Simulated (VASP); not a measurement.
Write the native input for VASP 6.6.1 that does the following.

- Task: single point
- Functional: r2SCAN
- Potentials or basis: VASP PAW PBE potentials, release 64 (Al, As)
- Cutoff: 550 eV
- k mesh: 8 × 8 × 8
- Occupations: fermi-dirac, width 0.1 eV
- Spin: no spin polarisation
- Dipole correction: no
- Further INCAR settings: ALGO = Normal; EDIFF = 1e-06; NBANDS = 11

Crystal: AlAs.

```
CELL_PARAMETERS angstrom
0.00000 2.83894 2.83894
2.83894 0.00000 2.83894
2.83894 2.83894 0.00000
ATOMIC_POSITIONS crystal
Al 0.00000 0.00000 0.00000
As 0.25000 0.25000 0.25000
```

These files were run (other wordings do the same):

POSCAR

```
AlAs
1.0
    0.0000000000      2.8389398340      2.8389398340
    2.8389398340      0.0000000000      2.8389398340
    2.8389398340      2.8389398340      0.0000000000
Al As
1 1
Direct
    0.0000000000      0.0000000000      0.0000000000
    0.2500000000      0.2500000000      0.2500000000
```

INCAR.step1

```
PREC = Accurate ; ENCUT = 550
ISMEAR = -1 ; SIGMA = 0.1
LREAL = F ; LASPH = T
NELM = 120 ; NBANDS = 11
GGA = PE ; ALGO = Normal
EDIFF = 1E-5 ; LWAVE = T
LCHARG = F ; GGA_COMPAT = F
```

INCAR.step2

```
PREC = Accurate ; ENCUT = 550
EDIFF = 1E-6 ; ISMEAR = -1
SIGMA = 0.1 ; LREAL = F
LASPH = T ; NELM = 120
ALGO = Normal ; ISIF = 2
LWAVE = F ; LCHARG = T
METAGGA = R2SCAN ; LMIXTAU = T
LELF = T ; LVHAR = T
NBANDS = 11 ; ISTART = 1
GGA_COMPAT = F
```

KPOINTS

```
regular mesh
0
Gamma
  8 8 8
```

Potentials or basis: VASP PAW PBE potentials, release 64 (Al, As).

Run with:

```sh
$ cat potpaw_PBE.64/Al/POTCAR potpaw_PBE.64/As/POTCAR > POTCAR
$ cp INCAR.step1 INCAR
$ mpirun -np 1 vasp_std > vasp.out
$ cp INCAR.step2 INCAR
$ mpirun -np 1 vasp_std > vasp.out
```

Results of the run:

The pressure is 0.0 GPa and the band gap on the k mesh is 1.81 eV, indirect (least direct gap 2.63 eV).

Caveat: the PAW data sets were made with another functional, which shifts forces and pressure a little.

It took 46 s on 1 thread of Intel(R) Xeon(R) Platinum 8375C CPU @ 2.90GHz (Ice Lake), with other jobs on the host, peak memory 0.19 GiB.
